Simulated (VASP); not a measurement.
# Pd (Fm-3m) in VASP: further runs

The runs below take Pd through single point, with PBEsol, PBE.

Program: VASP 6.6.1. These are calculated values, not measurements. Logs are shortened: lines on timing, memory, paths and dates and some standing lists are left out, and cuts for length are marked.

## (1) The cell of the first run

The structure is cubic, space group Fm-3m (No. 225). The conventional cell has a = 3.814 Å, b = 3.814 Å, c = 3.814 Å, α = 90.00°, β = 90.00°, γ = 90.00°. Pd (site symmetry m-3m) has 12 Pd at 2.70 Å within 3.6 Å.

## (2) Single point, PBEsol, non-collinear spin, zero start, spin-orbit coupling

INCAR

```
  PREC = Accurate
  ENCUT = 520
  EDIFF = 1E-6
  ISMEAR = -1
  SIGMA = 0.05
  LREAL = False
  LASPH = True
  NELM = 150
  ALGO = Fast
  ISIF = 2
  LWAVE = False
  LCHARG = False
  MAGMOM = 0 0 0
  LORBIT = 11
  LSORBIT = True
  GGA_COMPAT = False
  LORBMOM = True
  LMAXMIX = 4
  GGA = PS
  NBANDS = 21
```

KPOINTS

```
regular mesh
0
Gamma
  12 12 12
```

POSCAR

```
Pd
1.0
    0.0000000000      1.9067643606      1.9067643606
    1.9067643606      0.0000000000      1.9067643606
    1.9067643606      1.9067643606      0.0000000000
Pd
1
Direct
    0.0000000000      0.0000000000      0.0000000000
```

Potentials or basis: VASP PAW PBE potentials, release 64 (Pd).

The run is started by

```
cat potpaw_PBE.64/Pd/POTCAR > POTCAR
mpirun -np 1 vasp_ncl > vasp.out
```

OUTCAR:

```text
PREC = Accurate
   ENCUT = 520
   EDIFF = 1E-6
   ISMEAR = -1
   LREAL = False
   LASPH = True
   NELM = 150
   ISIF = 2
   LORBIT = 11
   LSORBIT = True
   GGA = PS

 ion  position               nearest neighbor table
   1  0.000  0.000  0.000-

  LATTYP: Found a face centered cubic cell.
 ALAT       =     3.8135287212

  Lattice vectors:

 A1 = (   0.0000000000,   1.9067643606,   1.9067643606)
 A2 = (   1.9067643606,   0.0000000000,   1.9067643606)
 A3 = (   1.9067643606,   1.9067643606,   0.0000000000)

Analysis of symmetry for initial positions (statically):
[... 25 lines left out ...]
The dynamic configuration has the point symmetry O_h .

Analysis of structural, dynamic, and magnetic symmetry:
=====================================================================
 Subroutine PRICEL returns:
[... 7 lines left out ...]
 out of a pool of 48 trial point group operations.

The overall configuration has the point symmetry O_h .

 Subroutine INISYM returns: Found 48 space group operations
[... 5 lines left out ...]
                                     Primitive cell

  volume of cell :      13.8650

  direct lattice vectors                    reciprocal lattice vectors
     0.000000000  1.906764361  1.906764361    -0.262224326  0.262224326  0.262224326
     1.906764361  0.000000000  1.906764361     0.262224326 -0.262224326  0.262224326
     1.906764361  1.906764361  0.000000000     0.262224326  0.262224326 -0.262224326

  length of vectors
     2.696572019  2.696572019  2.696572019     0.454185856  0.454185856  0.454185856

  position of ions in fractional coordinates (direct lattice)
     0.000000000  0.000000000  0.000000000

  ion indices of the primitive-cell ions
   primitive index   ion index
                 1           1

----------------------------------------------------------------------------------------

 KPOINTS: regular mesh

Automatic generation of k-mesh.
 Grid dimensions read from file:
 generate k-points for:   12   12   12

 Generating k-lattice:

  Cartesian coordinates                     Fractional coordinates (reciprocal lattice)
    -0.021852027  0.021852027  0.021852027     0.083333333  0.000000000  0.000000000
     0.021852027 -0.021852027  0.021852027     0.000000000  0.083333333  0.000000000
     0.021852027  0.021852027 -0.021852027     0.000000000  0.000000000  0.083333333

  Length of vectors
     0.037848821  0.037848821  0.037848821

  Shift w.r.t. Gamma in fractional coordinates (k-lattice)
     0.000000000  0.000000000  0.000000000

 Subroutine IBZKPT returns following result:
 ===========================================

 Found     72 irreducible k-points:

 Following reciprocal coordinates:
            Coordinates               Weight
  0.000000  0.000000  0.000000      1.000000
  0.083333  0.000000  0.000000      8.000000
  0.166667  0.000000  0.000000      8.000000
  0.250000  0.000000  0.000000      8.000000
  0.333333  0.000000  0.000000      8.000000
  0.416667  0.000000  0.000000      8.000000
[... 16 lines left out ...]
  0.500000  0.166667  0.000000     24.000000
 -0.416667  0.166667  0.000000     24.000000
 [... further k-points ...]
   k-points           NKPTS =     72   k-points in BZ     NKDIM =     72   number of bands    NBANDS=     21
   number of dos      NEDOS =    301   number of ions     NIONS =      1
   total plane-waves  NPLWV =   8000
   dimension x,y,z NGX =    20 NGY =   20 NGZ =   20
   dimension x,y,z NGXF=    40 NGYF=   40 NGZF=   40
   ions per type =               1
   NGX,Y,Z   is equivalent  to a cutoff of  12.33, 12.33, 12.33 a.u.
   NGXF,Y,Z  is equivalent  to a cutoff of  24.66, 24.66, 24.66 a.u.
 SYSTEM =  unknown system
   PREC   = accura    normal or accurate (medium, high low for compatibility)
   ISTART =      0    job   : 0-new  1-cont  2-samecut
   ICHARG =      2    charge: 1-file 2-atom 10-const
   ISPIN  =      1    spin polarized calculation?
   LNONCOLLINEAR =      T non collinear calculations
   LSORBIT =      T    spin-orbit coupling
   LASPH  =      T    aspherical Exc in radial PAW
   ENCUT  =  520.0 eV  38.22 Ry    6.18 a.u.   5.01  5.01  5.01*2*pi/ulx,y,z
   NELM   =    150;   NELMIN=  2; NELMDL= -5     # of ELM steps
   EDIFF  = 0.1E-05   stopping-criterion for ELM
   LREAL  =      F    real-space projection
   EDIFFG = 0.1E-04   stopping-criterion for IOM
   NSW    =      0    number of steps for IOM
   IBRION =     -1    ionic relax: 0-MD 1-quasi-New 2-CG
   NFREE  =      0    steps in history (QN), initial steepest desc. (CG)
   ISIF   =      2    stress and relaxation
   ISYM   =      2    0-nonsym 1-usesym 2-fastsym
   POTIM  = 0.5000    time-step for ionic-motion
   TEBEG  =    0.0;   TEEND  =   0.0 temperature during run
   PSTRESS=    0.0 pullay stress
   NELECT =      10.0000    total number of electrons
   NUPDOWN=      -1.0000    fix difference up-down
   EMIN   =  10.00;   EMAX   =-10.00  energy-range for DOS
   EFERMI =   0.00;   METHOD = LEGACY
   ISMEAR =    -1;   SIGMA  =   0.05  broadening in eV -4-tet -1-fermi 0-gaus
   EFERMI_NEDOS =   21; number of points for ismear=-14 and -15
   IALGO  =     68    algorithm
   IMIX   =      4    mixing-type and parameters
     AMIX     =   0.40;   BMIX     =  1.00
     AMIX_MAG =   1.60;   BMIX_MAG =  1.00
  volume/ion in A,a.u.               =      13.87        93.57
  Fermi-wavevector in a.u.,A,eV,Ry     =   1.468141  2.774384 29.326520  2.155438
  Thomas-Fermi vector in A             =   2.583674
   LORBIT       =     11    0 simple, 1 ext, 2 COOP (PROOUT), +10 PAW based schemes
   GGA     = PS    functional components
   LHFCALC =     F    Hartree Fock is set to
   AEXX    =    0.0000 exact exchange contribution
   IVDW    =     0    specifies the selected vdW correction
   LEPSILON=     F    determine dielectric tensor
   LRPA    =     F    only Hartree local field effects (RPA)
 RMM-DIIS sequential band-by-band and
  energy-cutoff  :      520.00
  volume of cell :       13.87
 maximum number of plane-waves:       776
   NGX =  9   NGY =  9   NGZ =  9

 number of electron      10.0000000 magnetization       0.0000000      0.0000000      0.0000000

 number of electron      10.0000004 magnetization      -0.0000000      0.0000000     -0.0000000

 number of electron      10.0000004 magnetization       0.0000000     -0.0000000      0.0000000

 Free energy of the ion-electron system (eV)
  ---------------------------------------------------
  ext. energy  EPLUGINS =         0.00000000
  ---------------------------------------------------
  free energy    TOTEN  =        -5.99666053 eV

  energy without entropy =       -5.97949378  energy(sigma->0) =       -5.98807716

 E-fermi :  10.6869     XC(G=0): -13.7716

 val. band max:       10.6814371993   @ k =  -0.4167   0.3333   0.0833
 cond. band min:      10.6887392469   @ k =   0.4167   0.3333   0.0000
 fundamental gap:      0.0073020475
 Fermi energy:        10.6869380876

 k-point     1 :       0.0000    0.0000    0.0000
  band No.  band energies     occupation
      1       2.9713      1.00000
      2       2.9713      1.00000
      3       7.4175      1.00000
      4       7.4175      1.00000
      5       7.4175      1.00000
      6       7.4175      1.00000
[... 13 lines left out ...]
     20      33.0385      0.00000
     21      38.4058      0.00000

 k-point     2 :       0.0833    0.0000    0.0000
  band No.  band energies     occupation
      1       3.2356      1.00000
      2       3.2356      1.00000
      3       7.3713      1.00000
      4       7.3713      1.00000
      5       7.4948      1.00000
      6       7.4948      1.00000
[... 13 lines left out ...]
     20      33.3680      0.00000
     21      39.2299      0.00000
[... 487 lines left out ...]
      5       8.0931      1.00000
      6       8.0931      1.00000
[... 13 lines left out ...]
     20      30.6095      0.00000
     21      36.5996      0.00000

 k-point    24 :      -0.4167    0.1667    0.0000
  band No.  band energies     occupation
      1       5.5011      1.00000
      2       5.5011      1.00000
      3       6.9735      1.00000
      4       6.9735      1.00000
      5       8.0703      1.00000
      6       8.0703      1.00000
[... 13 lines left out ...]
     20      31.2237      0.00000
     21      39.2655      0.00000

 [... further k-points ...]
[... 5 lines left out ...]
  --------------------------------------------------------------------------------------
  -------------------------------------------------------------------------------------
  Total        0.9216894      0.9216894      0.9216894      0.0000000     -0.0000000      0.0000000
  in kB      106.5060054    106.5060054    106.5060054      0.0000000     -0.0000000      0.0000000
  external PRESSURE =     106.5060054 kB  Pullay stress =       0.0000000 kB

 VOLUME and BASIS-vectors are now :
 -----------------------------------------------------------------------------
  energy-cutoff  :      520.00
  volume of cell :       13.87
      direct lattice vectors                 reciprocal lattice vectors
     0.000000000  1.906764361  1.906764361    -0.262224326  0.262224326  0.262224326
     1.906764361  0.000000000  1.906764361     0.262224326 -0.262224326  0.262224326
     1.906764361  1.906764361  0.000000000     0.262224326  0.262224326 -0.262224326

 POSITION                                       TOTAL-FORCE (eV/Angst)
 -----------------------------------------------------------------------------------
      0.00000      0.00000      0.00000         0.000000      0.000000      0.000000
 -----------------------------------------------------------------------------------
    total drift:                                0.000000      0.000000      0.000000

  FREE ENERGIE OF THE ION-ELECTRON SYSTEM (eV)
  ---------------------------------------------------
  free  energy   TOTEN  =        -5.9966605315 eV

  energy  without entropy=       -5.9794937825  energy(sigma->0) =       -5.98807716

 orbital moment (x)

 # of ion     p       d       tot
 ----------------------------------------
  1        -0.000  -0.000  -0.000
 ----------------------------------------
           -0.000  -0.000  -0.000

 orbital moment (y)

 # of ion     p       d       tot
 ----------------------------------------
  1         0.000  -0.000  -0.000
 ----------------------------------------
            0.000  -0.000  -0.000

 orbital moment (z)

 # of ion     p       d       tot
 ----------------------------------------
  1        -0.000  -0.000  -0.000
 ----------------------------------------
           -0.000  -0.000  -0.000

 Spin-Orbit-Coupling matrix elements

 Ion:    1  E_soc:     -0.0833990
 l=   1
     0.0000000    -0.0027903    -0.0027903
    -0.0027903     0.0000000    -0.0027903
    -0.0027903    -0.0027903     0.0000000
 l=   2
     0.0000000    -0.0022270     0.0000000    -0.0022270    -0.0088825
    -0.0022270     0.0000000    -0.0066619    -0.0022270    -0.0022206
     0.0000000    -0.0066619     0.0000000    -0.0066619     0.0000000
    -0.0022270    -0.0022270    -0.0066619     0.0000000    -0.0022206
    -0.0088825    -0.0022206     0.0000000    -0.0022206     0.0000000
 l=   3
     0.0000000     0.0000000     0.0000000     0.0000000     0.0000000     0.0000000     0.0000000
     0.0000000     0.0000000     0.0000000     0.0000000     0.0000000     0.0000000     0.0000000
     0.0000000     0.0000000     0.0000000     0.0000000     0.0000000     0.0000000     0.0000000
     0.0000000     0.0000000     0.0000000     0.0000000     0.0000000     0.0000000     0.0000000
     0.0000000     0.0000000     0.0000000     0.0000000     0.0000000     0.0000000     0.0000000
     0.0000000     0.0000000     0.0000000     0.0000000     0.0000000     0.0000000     0.0000000
     0.0000000     0.0000000     0.0000000     0.0000000     0.0000000     0.0000000     0.0000000

 total charge

# of ion       s       p       d       tot
------------------------------------------
    1        0.519   0.558   8.490   9.567

 magnetization (x)

# of ion       s       p       d       tot
------------------------------------------
    1       -0.000  -0.000   0.000  -0.000

 magnetization (y)

# of ion       s       p       d       tot
------------------------------------------
    1        0.000   0.000  -0.000   0.000

 magnetization (z)

# of ion       s       p       d       tot
------------------------------------------
    1       -0.000  -0.000   0.000  -0.000
```

It took 38 s on 1 thread of Intel Xeon 6975P-C, shared host; peak memory 0.18 GiB.

Results:

| Quantity | Value |
| --- | --- |
| Free energy | -5.9967 eV |
| Pressure | 10.7 GPa |
| Net moment | 0.00 μB per cell |
| Valence electrons inside the program's atomic spheres | Pd 9.57 |

Moments on the atoms (μB; x, y, z):
```
Pd  0.00 0.00 0.00
```

Caveat: the PAW data sets were made with another functional, which shifts forces and pressure a little.

## (3) Single point, PBE

This run uses another cell than the first one, of 14.75 Å³/atom, 1.064 times its volume.

INCAR

```
PREC     = Accurate       # precision mode
ENCUT    = 520            # plane-wave cutoff, eV
EDIFF    = 1E-6           # SCF threshold, eV
ISMEAR   = -1             # smearing method
SIGMA    = 0.03           # smearing width, eV
LREAL    = False          # projectors in reciprocal space
LASPH    = True           # aspherical terms in the spheres
NELM     = 100            # most SCF steps
ALGO     = Normal         # electronic algorithm
ISIF     = 2              # what is computed and relaxed
LWAVE    = False          # write WAVECAR
LCHARG   = True           # write CHGCAR
GGA      = PE             # functional
LELF     = True           # ELF
LVHAR    = True         
NBANDS   = 11             # bands
```

KPOINTS

```
regular mesh
0
Gamma
  6 6 6
```

POSCAR

```
Pd
1.0
    0.0000000000      1.9465000000      1.9465000000
    1.9465000000      0.0000000000      1.9465000000
    1.9465000000      1.9465000000      0.0000000000
Pd
1
Direct
    0.0000000000      0.0000000000      0.0000000000
```

Potentials or basis: VASP PAW PBE potentials, release 64 (Pd).

The run is started by

```
cat potpaw_PBE.64/Pd/POTCAR > POTCAR
mpirun -np 1 vasp_std > vasp.out
```

Run time: 2.2 s. Hardware: 1 thread of Intel Xeon Platinum 8481C at 2.70GHz (Sapphire Rapids), shared host; peak memory 0.12 GiB.

Results (log left out):

```yaml
Free_energy: -5.2186 eV
Pressure: 5.3 GPa
Band_gap_on_the_k_mesh: zero (band 5 reaches 9.98 eV, above the bottom of band 6 at 8.40 eV)
```

Levels at points of the mesh, in eV from the Fermi level:
```
           k point  band 2  band 3  band 4  band 5  band 6  band 7  band 8  band 9
(0.00, 0.00, 0.00)   -2.80   -2.80   -2.80   -1.21   -1.21   17.31   22.09   22.09
(0.50, 0.00, 0.00)   -2.85   -2.85   -0.01   -0.01    1.13    7.38   16.67   21.21
(0.50, 0.50, 0.00)   -5.05   -0.04    0.30    0.30    3.46   10.84   13.32   13.32
```

Caveat: the k points lie up to 0.47 Å⁻¹ apart.

## (4) Single point, PBE

This run uses another cell than the first one, of 14.75 Å³/atom, 1.064 times its volume.

INCAR

```
SYSTEM = Pd
PREC     = Accurate       ! precision mode
ENCUT    = 520            ! plane-wave cutoff, eV
EDIFF    = 1E-6           ! SCF threshold, eV
ISMEAR   = -1             ! smearing method
SIGMA    = 0.03           ! smearing width, eV
LREAL    = .FALSE.        ! projectors in reciprocal space
LASPH    = .TRUE.         ! aspherical terms in the spheres
NELM     = 100            ! most SCF steps
ALGO     = Fast           ! electronic algorithm
ISIF     = 2              ! what is computed and relaxed
LWAVE    = .FALSE.        ! write WAVECAR
LCHARG   = .TRUE.         ! write CHGCAR
GGA      = PE             ! functional
LELF     = .TRUE.         ! ELF
LVHAR    = .TRUE.       
NBANDS   = 11             ! bands
```

KPOINTS

```
regular mesh
0
G
  8 8 8
  0 0 0
```

POSCAR is that of step 3.

The run is started by

```
cat potpaw_PBE.64/Pd/POTCAR > POTCAR
mpirun -np 1 vasp_std > vasp.out
```

It took 5.4 s on 1 thread of Intel Xeon Platinum 8259CL at 2.50GHz (Skylake/Cascade Lake), shared host; peak memory 0.12 GiB.

Results (log left out):

| Item | Value |
| --- | --- |
| Free energy | -5.1874 eV |
| Pressure | 7.7 GPa |
| Band gap on the k mesh | zero (band 5 reaches 10.12 eV, above the bottom of band 6 at 8.52 eV) |

Levels at points of the mesh, in eV from the Fermi level:
```tsv
k point	band 2	band 3	band 4	band 5	band 6	band 7	band 8	band 9
(0.00, 0.00, 0.00)	-2.90	-2.90	-2.90	-1.29	-1.29	17.09	21.86	21.86
(0.50, 0.00, 0.00)	-2.96	-2.96	-0.08	-0.08	0.91	7.25	16.44	21.01
(0.50, 0.50, 0.00)	-5.18	-0.12	0.23	0.23	3.25	10.69	13.11	13.11
```

## (5) Single point, PBEsol, collinear spin, ferromagnetic start

This run uses another cell than the first one, of 14.75 Å³/atom, 1.064 times its volume.

INCAR

```
  PREC = Accurate
  ENCUT = 520
  EDIFF = 1E-6
  ISMEAR = -1
  SIGMA = 0.05
  LREAL = F
  LASPH = T
  NELM = 150
  ALGO = Fast
  ISIF = 2
  LWAVE = F
  LCHARG = F
  ISPIN = 2
  MAGMOM = 0.39
  LORBIT = 11
  LMAXMIX = 4
  GGA = PS
  NBANDS = 15
```

KPOINTS

```
regular mesh
0
Gamma
  12 12 12
```

POSCAR

```
Pd
1.0
    2.7527666992      0.0000000000      0.0000000000
    1.3763833496      2.3839658922      0.0000000000
    1.3763833496      0.7946552974      2.2476245980
Pd
1
Direct
    0.0000000000      0.0000000000      0.0000000000
```

The run is started by

```
cat potpaw_PBE.64/Pd/POTCAR > POTCAR
mpirun -np 1 vasp_std > vasp.out
```

Wall time 41 s (1 thread of Intel Xeon Platinum 8259CL at 2.50GHz (Skylake/Cascade Lake), shared host); peak memory 0.14 GiB.

The run converged. Its results:

| Quantity | Value |
| --- | --- |
| Free energy | -5.9731 eV |
| Pressure | -3.2 GPa |
| Net moment | 0.11 μB per cell |
| Site moments | Pd +0.11 μB |
| Valence electrons inside the program's atomic spheres | Pd 9.42 |

Levels at points of the mesh, in eV from the Fermi level:
Spin up:
```csv
k point,band 2,band 3,band 4,band 5,band 6,band 7,band 8,band 9
"(0.00, 0.00, 0.00)",-2.88,-2.88,-2.88,-1.24,-1.24,17.15,21.93,21.93
"(0.50, 0.00, 0.00)",-2.92,-2.92,-0.05,-0.05,0.95,7.26,16.51,21.03
"(0.50, 0.50, 0.00)",-5.15,-0.06,0.26,0.26,3.28,10.71,13.13,13.13
```
Spin down:
```tsv
k point	band 1	band 2	band 3	band 4	band 5	band 6	band 7	band 8	band 9	band 10
(0.00, 0.00, 0.00)	-7.21	-2.80	-2.80	-2.80	-1.17	-1.17	17.16	21.93	21.93	21.93
(0.50, 0.00, 0.00)	-5.29	-2.84	-2.84	0.04	0.04	0.95	7.31	16.51	21.05	21.05
(0.50, 0.50, 0.00)	-5.38	-5.08	0.01	0.36	0.36	3.28	10.75	13.14	13.14	21.52
```

Caveat: the PAW data sets were made with another functional, which shifts forces and pressure a little.

## (6) The runs side by side

```tsv
level	spin	cell	k mesh	smearing	gap on the mesh (eV)	pressure (GPa)	moment (μB)
PBEsol	non-collinear, zero start, SOC	a = 2.697 Å, angles 60.0°, 1 atom	12 × 12 × 12	fermi-dirac 0.05 eV	-	10.7	0.00
PBE	off	a = 2.753 Å, angles 60.0°, 1 atom	6 × 6 × 6	fermi-dirac 0.03 eV	none	5.3	-
PBE	off	a = 2.753 Å, angles 60.0°, 1 atom	8 × 8 × 8	fermi-dirac 0.03 eV	none	7.7	-
PBEsol	collinear, ferromagnetic start	a = 2.753 Å, angles 60.0°, 1 atom	12 × 12 × 12	fermi-dirac 0.05 eV	none	-3.2	0.11
```

Alike in all rows: task single point; potentials or basis VASP PAW PBE potentials, release 64 (Pd); cutoff (eV) 520.

Caveats: some runs use coarse meshes; the PAW data sets were made with another functional, which shifts forces and pressure a little (some runs).

Absolute energies hang on the potentials; compare differences alone.
